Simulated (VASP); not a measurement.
## RbBr: single point with PBE

The system is RbBr.

```
Rb Br
1.0
     0.00000    3.53032    3.42750
     3.53032    0.00000    3.42750
     3.53032    3.53032    0.00000
Rb Br
1 1
Direct
  0.00000 0.00000 0.00000
  0.50000 0.50000 0.50000
```

This cell differs from its parent crystal: x and y stretched by +3 %, z held.

* Program: VASP 6.6.1
* Task: single point
* Functional: PBE
* Potentials or basis: VASP PAW PBE potentials, release 64 (Rb_sv, Br)
* Cutoff: 520 eV
* k mesh: 7 × 7 × 7
* Occupations: fermi-dirac, width 0.03 eV
* Spin: no spin polarisation
* Dipole correction: no
* Further INCAR settings: ALGO = Normal; EDIFF = 1e-07; NBANDS = 15

| Property | Result |
| --- | --- |
| Pressure | 0.2 GPa |
| Band gap on the k mesh | 4.20 eV, direct |

Stress tensor (GPa, compression positive):
```
-0.06  0.00  0.00
 0.00 -0.06  0.00
 0.00  0.00  0.71
```

Levels at points of the mesh, in eV from the valence-band top:
| k point | band 6 | band 7 | band 8 | band 9 | band 10 | band 11 |
| --- | --- | --- | --- | --- | --- | --- |
| (0.00, 0.00, 0.00) | -0.03 | -0.03 | 0.00 | 4.20 | 7.19 | 7.19 |

Run time: 110 s on 1 thread of Intel Xeon 8259CL, with other jobs on the host, peak memory 0.26 GiB.

Caveat: the cell differs from its parent crystal (x and y stretched by +3 %, z held). A k mesh can miss the band edges.
